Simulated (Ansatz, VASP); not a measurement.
**Mo in VASP and in Ansatz**

```xyz
1
Lattice="-1.5710 1.5710 1.6181 1.5710 -1.5710 1.6181 1.5710 1.5710 -1.6181" Properties=species:S:1:pos:R:3 pbc="T T T"
Mo    0.0000    0.0000    0.0000
```

Change from the starting cell: strain +0.000 along x and y, +0.030 along z, atoms carried along.

Alike in both runs: task single point; functional PBEsol; k mesh 22 × 22 × 22; occupations gaussian, width 0.15 eV; no spin polarisation.

|  | VASP | Ansatz |
| --- | --- | --- |
| version | VASP 6.6.1 | Ansatz 0.2.0 |
| potentials or method | VASP PAW PBE potentials, release 64 (Mo_sv), cutoff 500 eV | scalar-relativistic, plane waves, PAW |
| valence electrons in the cell | 14 | 14 |

VASP gave:

```
gap on the k mesh at the Fermi level (eV)                     : none
pressure (GPa)                                                : -10.0
traceless stress, the component that is largest in VASP (GPa) : -5.56
```

**Question.** Which values does Ansatz return?

**Answer.** gap on the k mesh at the Fermi level (eV): none; pressure (GPa): -10.5; traceless stress, the component that is largest in VASP (GPa): -5.56.

VASP's potentials were made for PBE, not for PBEsol. A gap of «none» marks a metal or a gap that the smearing closes. The functional is the same, so the differences come from potentials, cutoffs and numerics.
